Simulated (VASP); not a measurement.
# Er4Cl (Pm-3m) in VASP: single point with PBE

Aim: the single point of Er4Cl with PBE.

All numbers are computed with VASP 6.6.1; they aren't measurements. Logs are shortened: lines on timing, memory, paths and dates and some standing lists are left out, and cuts for length are marked.

### 1 The cell of the first run

Symmetry: Pm-3m, No. 221, cubic system. Conventional cell: a = 4.988 Å, b = 4.988 Å, c = 4.988 Å, α = 90.00°, β = 90.00°, γ = 90.00°. Er (site symmetry 4/mmm) has 2 Cl at 2.49 Å within 3.3 Å. Within 4.6 Å of Er (site symmetry m-3m) lie 12 Er at 3.53 Å and 8 Cl at 4.32 Å. Cl (site symmetry m-3m) has 6 Er at 2.49 Å within 3.3 Å.

The cell was generated, and may not be a known phase.

### 2 Single point, PBE

Input file INCAR:

```
SYSTEM = Er4Cl
  PREC = Accurate
  ENCUT = 690
  EDIFF = 1E-6
  ISMEAR = 0
  SIGMA = 0.1
  LREAL = .False.
  LASPH = .True.
  NELM = 300
  ALGO = All
  ISIF = 2
  LWAVE = .False.
  LCHARG = .False.
  GGA = PE
  NBANDS = 56
  GGA_COMPAT = .False.
  LMAXMIX = 6
  ISEARCH = 1
  KPAR = 4
```

Input file KPOINTS:

```
regular mesh
0
Gamma
  4 4 4
  0 0 0
```

Input file POSCAR:

```
Er4Cl
1.0
    4.9877838800      0.0000000000      0.0000000000
    0.0000000000      4.9877838800      0.0000000000
    0.0000000000      0.0000000000      4.9877838800
Er Cl
4 1
Direct
    0.5000000000      0.0000000000      0.0000000000
    0.0000000000      0.5000000000      0.0000000000
    0.0000000000      0.0000000000      0.5000000000
    0.5000000000      0.5000000000      0.5000000000
    0.0000000000      0.0000000000      0.0000000000
```

Potentials or basis: VASP PAW PBE potentials, release 64 (Er, Cl).

Started as:

```bash
$ cat potpaw_PBE.64/Er/POTCAR potpaw_PBE.64/Cl/POTCAR > POTCAR
$ mpirun -np 4 vasp_std > vasp.out
```

OUTCAR:

```text
SYSTEM = Er4Cl
   PREC = Accurate
   ENCUT = 690
   EDIFF = 1E-6
   ISMEAR = 0
   LREAL = .False.
   LASPH = .True.
   NELM = 300
   ISIF = 2
   GGA = PE

 ion  position               nearest neighbor table
   1  0.500  0.000  0.000-   5 2.49   5 2.49   4 3.53   2 3.53   3 3.53   4 3.53   2 3.53   4 3.53
                             4 3.53   2 3.53   3 3.53   3 3.53   3 3.53   2 3.53
   2  0.000  0.500  0.000-   5 2.49   5 2.49   4 3.53   1 3.53   3 3.53   4 3.53   1 3.53   3 3.53
                             3 3.53   3 3.53   1 3.53   4 3.53   4 3.53   1 3.53
   3  0.000  0.000  0.500-   5 2.49   5 2.49   4 3.53   1 3.53   1 3.53   2 3.53   2 3.53   2 3.53
                             4 3.53   2 3.53   1 3.53   4 3.53   1 3.53   4 3.53
   4  0.500  0.500  0.500-   1 3.53   2 3.53   3 3.53   1 3.53   2 3.53   1 3.53   3 3.53   1 3.53
                             2 3.53   3 3.53   2 3.53   3 3.53
   5  0.000  0.000  0.000-   1 2.49   2 2.49   3 2.49   3 2.49   2 2.49   1 2.49

  LATTYP: Found a simple cubic cell.
 ALAT       =     4.9877838800

  Lattice vectors:

 A1 = (   4.9877838800,   0.0000000000,   0.0000000000)
 A2 = (   0.0000000000,   4.9877838800,   0.0000000000)
 A3 = (   0.0000000000,   0.0000000000,   4.9877838800)

Analysis of symmetry for initial positions (statically):
=====================================================================
 Subroutine PRICEL returns:
 Original cell was already a primitive cell.

 Routine SETGRP: Setting up the symmetry group for a
 simple cubic supercell.

 Subroutine GETGRP returns: Found 48 space group operations
 (whereof 48 operations were pure point group operations)
 out of a pool of 48 trial point group operations.

The static configuration has the point symmetry O_h .

Analysis of symmetry for dynamics (positions and initial velocities):
=====================================================================
 Subroutine PRICEL returns:
 Original cell was already a primitive cell.

 Routine SETGRP: Setting up the symmetry group for a
 simple cubic supercell.

 Subroutine GETGRP returns: Found 48 space group operations
 (whereof 48 operations were pure point group operations)
 out of a pool of 48 trial point group operations.

The dynamic configuration has the point symmetry O_h .

 Subroutine INISYM returns: Found 48 space group operations
 (whereof 48 operations are pure point group operations),
 and found     1 'primitive' translations

----------------------------------------------------------------------------------------

                                     Primitive cell

  volume of cell :     124.0860

  direct lattice vectors                    reciprocal lattice vectors
     4.987783880  0.000000000  0.000000000     0.200489842  0.000000000  0.000000000
     0.000000000  4.987783880  0.000000000     0.000000000  0.200489842  0.000000000
     0.000000000  0.000000000  4.987783880     0.000000000  0.000000000  0.200489842

  length of vectors
     4.987783880  4.987783880  4.987783880     0.200489842  0.200489842  0.200489842

  position of ions in fractional coordinates (direct lattice)
     0.500000000  0.000000000  0.000000000
     0.000000000  0.500000000  0.000000000
     0.000000000  0.000000000  0.500000000
     0.500000000  0.500000000  0.500000000
     0.000000000  0.000000000  0.000000000

  ion indices of the primitive-cell ions
   primitive index   ion index
                 1           1
                 2           2
                 3           3
                 4           4
                 5           5

----------------------------------------------------------------------------------------

 KPOINTS: regular mesh

Automatic generation of k-mesh.
 Grid dimensions read from file:
 generate k-points for:    4    4    4

 Generating k-lattice:

  Cartesian coordinates                     Fractional coordinates (reciprocal lattice)
     0.050122460  0.000000000  0.000000000     0.250000000  0.000000000  0.000000000
     0.000000000  0.050122460  0.000000000     0.000000000  0.250000000  0.000000000
     0.000000000  0.000000000  0.050122460     0.000000000  0.000000000  0.250000000

  Length of vectors
     0.050122460  0.050122460  0.050122460

  Shift w.r.t. Gamma in fractional coordinates (k-lattice)
     0.000000000  0.000000000  0.000000000

 Subroutine IBZKPT returns following result:
 ===========================================

 Found     10 irreducible k-points:

 Following reciprocal coordinates:
            Coordinates               Weight
  0.000000  0.000000  0.000000      1.000000
  0.250000  0.000000  0.000000      6.000000
  0.500000  0.000000  0.000000      3.000000
  0.250000  0.250000  0.000000     12.000000
  0.500000  0.250000  0.000000     12.000000
  0.500000  0.500000  0.000000      3.000000
  0.250000  0.250000  0.250000      8.000000
  0.500000  0.250000  0.250000     12.000000
  0.500000  0.500000  0.250000      6.000000
  0.500000  0.500000  0.500000      1.000000
   k-points           NKPTS =     10   k-points in BZ     NKDIM =     10   number of bands    NBANDS=     56
   number of dos      NEDOS =    301   number of ions     NIONS =      5
   total plane-waves  NPLWV = 110592
   dimension x,y,z NGX =    48 NGY =   48 NGZ =   48
   dimension x,y,z NGXF=    96 NGYF=   96 NGZF=   96
   ions per type =               4   1
   NGX,Y,Z   is equivalent  to a cutoff of  16.00, 16.00, 16.00 a.u.
   NGXF,Y,Z  is equivalent  to a cutoff of  32.00, 32.00, 32.00 a.u.
 SYSTEM =  Er4Cl
   PREC   = accura    normal or accurate (medium, high low for compatibility)
   ISTART =      0    job   : 0-new  1-cont  2-samecut
   ICHARG =      2    charge: 1-file 2-atom 10-const
   ISPIN  =      1    spin polarized calculation?
   LNONCOLLINEAR =      F non collinear calculations
   LSORBIT =      F    spin-orbit coupling
   LASPH  =      T    aspherical Exc in radial PAW
   ENCUT  =  690.0 eV  50.71 Ry    7.12 a.u.  10.68 10.68 10.68*2*pi/ulx,y,z
   NELM   =    300;   NELMIN=  2; NELMDL= -5     # of ELM steps
   EDIFF  = 0.1E-05   stopping-criterion for ELM
   LREAL  =      F    real-space projection
   EDIFFG = 0.1E-04   stopping-criterion for IOM
   NSW    =      0    number of steps for IOM
   IBRION =     -1    ionic relax: 0-MD 1-quasi-New 2-CG
   NFREE  =      0    steps in history (QN), initial steepest desc. (CG)
   ISIF   =      2    stress and relaxation
   ISYM   =      2    0-nonsym 1-usesym 2-fastsym
   POTIM  = 0.5000    time-step for ionic-motion
   TEBEG  =    0.0;   TEEND  =   0.0 temperature during run
   PSTRESS=    0.0 pullay stress
   NELECT =      95.0000    total number of electrons
   NUPDOWN=      -1.0000    fix difference up-down
   EMIN   =  10.00;   EMAX   =-10.00  energy-range for DOS
   EFERMI =   0.00;   METHOD = LEGACY
   ISMEAR =     0;   SIGMA  =   0.10  broadening in eV -4-tet -1-fermi 0-gaus
   EFERMI_NEDOS =   21; number of points for ismear=-14 and -15
   IALGO  =     58    algorithm
   IMIX   =      4    mixing-type and parameters
     AMIX     =   0.40;   BMIX     =  1.00
     AMIX_MAG =   1.60;   BMIX_MAG =  1.00
  volume/ion in A,a.u.               =      24.82       167.47
  Fermi-wavevector in a.u.,A,eV,Ry     =   1.497643  2.830136 30.516992  2.242936
  Thomas-Fermi vector in A             =   2.609505
   LORBIT       =      0    0 simple, 1 ext, 2 COOP (PROOUT), +10 PAW based schemes
   GGA     = PE    functional components
   LHFCALC =     F    Hartree Fock is set to
   AEXX    =    0.0000 exact exchange contribution
   IVDW    =     0    specifies the selected vdW correction
   LEPSILON=     F    determine dielectric tensor
   LRPA    =     F    only Hartree local field effects (RPA)
 non-spin polarized calculation
 Gauss-broadening in eV      SIGMA  =   0.10
  energy-cutoff  :      690.00
  volume of cell :      124.09
 maximum number of plane-waves:      5137
 NGX is ok and might be reduce to    48
   NGX = 21   NGY = 21   NGZ = 21

 number of electron      95.0000024 magnetization

 Free energy of the ion-electron system (eV)
  ---------------------------------------------------
  ext. energy  EPLUGINS =         0.00000000
  ---------------------------------------------------
  free energy    TOTEN  =       -18.79663742 eV

  energy without entropy =      -18.27315185  energy(sigma->0) =      -18.53489463

 E-fermi :   3.5381     XC(G=0): -10.6896

 val. band max:        3.5319940327   @ k =   0.5000   0.5000   0.5000
 cond. band min:       3.5444807394   @ k =   0.5000   0.5000   0.0000
 fundamental gap:      0.0124867067
 Fermi energy:         3.5380998292

 k-point     1 :       0.0000    0.0000    0.0000
  band No.  band energies     occupation
      1     -44.5006      2.00000
      2     -44.4291      2.00000
      3     -44.3848      2.00000
      4     -44.3848      2.00000
      5     -19.3950      2.00000
      6     -19.3950      2.00000
[... 48 lines left out ...]
     55       6.1004      0.00000
     56       6.1839      0.00000

 k-point     2 :       0.2500    0.0000    0.0000
  band No.  band energies     occupation
      1     -44.4958      2.00000
      2     -44.4270      2.00000
      3     -44.3916      2.00000
      4     -44.3847      2.00000
      5     -19.4953      2.00000
      6     -19.3525      2.00000
[... 48 lines left out ...]
     55       5.5236      0.00000
     56       6.2709      0.00000

 k-point     3 :       0.5000    0.0000    0.0000
  band No.  band energies     occupation
      1     -44.4905      2.00000
      2     -44.4231      2.00000
      3     -44.4004      2.00000
      4     -44.3847      2.00000
      5     -19.6137      2.00000
      6     -19.2999      2.00000
[... 48 lines left out ...]
     55       4.8552      0.00000
     56       5.8766      0.00000

 k-point     4 :       0.2500    0.2500    0.0000
  band No.  band energies     occupation
      1     -44.4924      2.00000
      2     -44.4235      2.00000
      3     -44.3940      2.00000
      4     -44.3887      2.00000
      5     -19.7697      2.00000
      6     -19.3143      2.00000
[... 48 lines left out ...]
     55       5.2507      0.00000
     56       5.3451      0.00000

 k-point     5 :       0.5000    0.2500    0.0000
  band No.  band energies     occupation
      1     -44.4890      2.00000
      2     -44.4173      2.00000
      3     -44.4018      2.00000
      4     -44.3902      2.00000
      5     -19.9398      2.00000
      6     -19.2685      2.00000
[... 48 lines left out ...]
     55       4.7705      0.00000
     56       4.8826      0.00000

 k-point     6 :       0.5000    0.5000    0.0000
  band No.  band energies     occupation
      1     -44.4875      2.00000
      2     -44.4038      2.00000
      3     -44.4033      2.00000
      4     -44.4033      2.00000
      5     -20.1351      2.00000
      6     -19.2327      2.00000
[... 48 lines left out ...]
     55       4.9017      0.00000
     56       5.2842      0.00000

 k-point     7 :       0.2500    0.2500    0.2500
  band No.  band energies     occupation
      1     -44.4904      2.00000
      2     -44.4199      2.00000
      3     -44.3940      2.00000
      4     -44.3940      2.00000
      5     -20.0239      2.00000
      6     -19.1597      2.00000
[... 48 lines left out ...]
     55       5.0885      0.00000
     56       5.6737      0.00000

 k-point     8 :       0.5000    0.2500    0.2500
  band No.  band energies     occupation
      1     -44.4883      2.00000
      2     -44.4131      2.00000
      3     -44.4025      2.00000
      4     -44.3939      2.00000
      5     -20.1991      2.00000
      6     -19.0949      2.00000
[... 48 lines left out ...]
     55       4.7449      0.00000
     56       5.0713      0.00000

 k-point     9 :       0.5000    0.5000    0.2500
  band No.  band energies     occupation
      1     -44.4875      2.00000
      2     -44.4035      2.00000
      3     -44.4032      2.00000
      4     -44.4032      2.00000
      5     -20.3818      2.00000
      6     -19.1173      2.00000
[... 48 lines left out ...]
     55       4.6556      0.00000
     56       5.9674      0.00000

 k-point    10 :       0.5000    0.5000    0.5000
  band No.  band energies     occupation
      1     -44.4874      2.00000
      2     -44.4032      2.00000
      3     -44.4032      2.00000
      4     -44.4032      2.00000
      5     -20.5628      2.00000
      6     -19.1870      2.00000
[... 48 lines left out ...]
     55       4.7694      0.00000
     56       6.2310      0.00000

------------------------ aborting loop because EDIFF is reached ----------------------------------------

  FORCE on cell =-STRESS in cart. coord.  units (eV):
  Direction    XX          YY          ZZ          XY          YZ          ZX
  --------------------------------------------------------------------------------------
  -------------------------------------------------------------------------------------
  Total        8.0839662      8.0839662      8.0839662     -0.0000000     -0.0000000      0.0000000
  in kB      104.3787730    104.3787730    104.3787730     -0.0000000     -0.0000000      0.0000000
  external PRESSURE =     104.3787730 kB  Pullay stress =       0.0000000 kB

 VOLUME and BASIS-vectors are now :
 -----------------------------------------------------------------------------
  energy-cutoff  :      690.00
  volume of cell :      124.09
      direct lattice vectors                 reciprocal lattice vectors
     4.987783880  0.000000000  0.000000000     0.200489842  0.000000000  0.000000000
     0.000000000  4.987783880  0.000000000     0.000000000  0.200489842  0.000000000
     0.000000000  0.000000000  4.987783880     0.000000000  0.000000000  0.200489842

 POSITION                                       TOTAL-FORCE (eV/Angst)
 -----------------------------------------------------------------------------------
      2.49389      0.00000      0.00000         0.000000      0.000000      0.000000
      0.00000      2.49389      0.00000         0.000000      0.000000      0.000000
      0.00000      0.00000      2.49389         0.000000      0.000000      0.000000
      2.49389      2.49389      2.49389         0.000000      0.000000      0.000000
      0.00000      0.00000      0.00000         0.000000      0.000000      0.000000
 -----------------------------------------------------------------------------------
    total drift:                                0.000000     -0.000000      0.000000

  FREE ENERGIE OF THE ION-ELECTRON SYSTEM (eV)
  ---------------------------------------------------
  free  energy   TOTEN  =       -18.7966374205 eV

  energy  without entropy=      -18.2731557600  energy(sigma->0) =      -18.53489659
```

Wall time 13 min (4 MPI ranks of AMD EPYC 9R45 (Zen 5), shared host); peak memory 0.43 GiB.

What came out:

```
Free energy            : -18.7966 eV
Pressure               : 10.4 GPa
Band gap on the k mesh : zero (an odd number of electrons rules out a gap without spin polarisation)
```

Caveat: the cell stands under pressure; spin-orbit coupling is left out, which moves the levels of the heavy elements; the run has no spin polarisation, though such a crystal can be magnetic; semilocal functionals describe open f shells poorly, which spoils levels, moments and volumes.
